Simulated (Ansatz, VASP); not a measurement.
# Two plane-wave programs on Al

```
Al
1.0
     2.79794    0.00000    0.00000
    -1.39897    2.42309    0.00000
     0.00000    0.00000    8.75503
Al
4
Direct
  0.00000 0.00000 0.00000
  0.33333 0.66667 0.25000
  0.00000 0.00000 0.50000
  0.66667 0.33333 0.75000
```

Alike in both runs: task single point; functional PBE; dispersion D3(BJ); k mesh 18 × 18 × 6; occupations gaussian, width 0.15 eV; no spin polarisation.

|  | VASP | Ansatz |
| --- | --- | --- |
| version | VASP 6.6.1 | Ansatz 0.2.0 |
| potentials or method | VASP PAW PBE potentials, release 64 (Al), cutoff 520 eV | scalar-relativistic, plane waves, PAW |
| valence electrons in the cell | 12 | 12 |

|  | VASP | Ansatz | Ansatz less VASP |
| --- | --- | --- | --- |
| gap on the k mesh at the Fermi level (eV) | none | none | - |
| pressure (GPa) | 6.7 | 6.8 | +0.03 |
| traceless stress, the component that is largest in VASP (GPa) | 3.69 | 3.68 | -0.003 |

A gap of «none» marks a metal or a gap that the smearing closes.
